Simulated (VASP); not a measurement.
Si, 2 atoms in the cell. The structure is cubic, space group Fd-3m (No. 227). Conventional cell: a = 5.427 Å, b = 5.427 Å, c = 5.427 Å, α = 90.00°, β = 90.00°, γ = 90.00°. Within 3.1 Å of Si (site symmetry -43m) lie 4 Si at 2.35 Å. 

- Program: VASP 6.6.1
- Task: single point
- Functional: PBE
- Potentials or basis: VASP PAW PBE potentials, release 64 (Si)
- Cutoff: 520 eV
- k mesh: 6 × 6 × 6
- Occupations: gaussian, width 0.01 eV
- Spin: no spin polarisation
- Dipole correction: no
- Further INCAR settings: ALGO = Normal; EDIFF = 1e-06; NBANDS = 11

Potentials or basis: VASP PAW PBE potentials, release 64 (Si).

Command:

```sh
$ cat potpaw_PBE.64/Si/POTCAR > POTCAR
$ mpirun -np 1 vasp_std > vasp.out
```

Hardware: 1 thread of Intel(R) Xeon(R) 6975P-C (Granite Rapids), with other jobs on the host.

Q: How long does it take, and how much memory?

A: Run time: 4.3 s on 1 thread of Intel(R) Xeon(R) 6975P-C (Granite Rapids), on a shared host, peak memory 0.15 GiB. Counts: scf iterations 11, k points 16.
